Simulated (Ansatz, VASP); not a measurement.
# Two plane-wave programs on BeTe3

Contents of INCAR:

```
PREC = Accurate
ENCUT = 520
EDIFF = 1E-6
ISMEAR = 0
SIGMA = 0.1
LREAL = F
LASPH = T
NELM = 100
ALGO = Normal
ISIF = 2
LWAVE = F
LCHARG = F
GGA = PE
NBANDS = 18
```

The input KPOINTS:

```
Automatic mesh
0
Gamma
  4 4 4
```

Contents of POSCAR:

```
BeTe3
1.0
   -3.0387604100      3.0387604100      3.0387604100
    3.0387604100     -3.0387604100      3.0387604100
    3.0387604100      3.0387604100     -3.0387604100
Be Te
1 3
Direct
    0.0000000000      0.0000000000      0.0000000000
    0.0000000000      0.5000000000      0.5000000000
    0.5000000000      0.0000000000      0.5000000000
    0.5000000000      0.5000000000      0.0000000000
```

Input for Ansatz:

```yaml
crystal:
  lattice:
    - [-3.03876041, 3.03876041, 3.03876041]
    - [3.03876041, -3.03876041, 3.03876041]
    - [3.03876041, 3.03876041, -3.03876041]
  atoms:
    - { symbol: Be, position: [0.0, 0.0, 0.0] }
    - { symbol: Te, position: [0.0, 0.5, 0.5] }
    - { symbol: Te, position: [0.5, 0.0, 0.5] }
    - { symbol: Te, position: [0.5, 0.5, 0.0] }
basis:
  ecutwfc: 420
kpoints:
  mp_grid: { grid: [4, 4, 4] }
hamiltonian:
  xc: pbe
scf:
  occupations: { method: gaussian, width: 0.1 }
  lower_state_search: "off"
output:
  forces: true
  stress: true
  eigenvalues: true
```

Alike in both runs: task single point; functional PBE; k mesh 4 × 4 × 4; occupations gaussian, width 0.1 eV; no spin polarisation.

|  | VASP | Ansatz |
| --- | --- | --- |
| version | VASP 6.6.1 | Ansatz 0.2.0 |
| potentials or method | VASP PAW PBE potentials, release 64 (Be, Te), cutoff 520 eV | scalar-relativistic, plane waves, PAW |
| valence electrons in the cell | 20 | 50 |

|  | VASP | Ansatz | Ansatz less VASP |
| --- | --- | --- | --- |
| gap on the k mesh at the Fermi level (eV) | none | none | - |
| pressure (GPa) | -1.9 | -1.9 | +0.02 |

A gap of «none» marks a metal or a gap that the smearing closes. VASP's potentials hold 20 valence electrons a cell and Ansatz's 50, so a difference there can come from the potentials and not from the codes.

The k mesh is coarse, so the values compare programs but aren't converged. Spin-orbit coupling is off throughout.
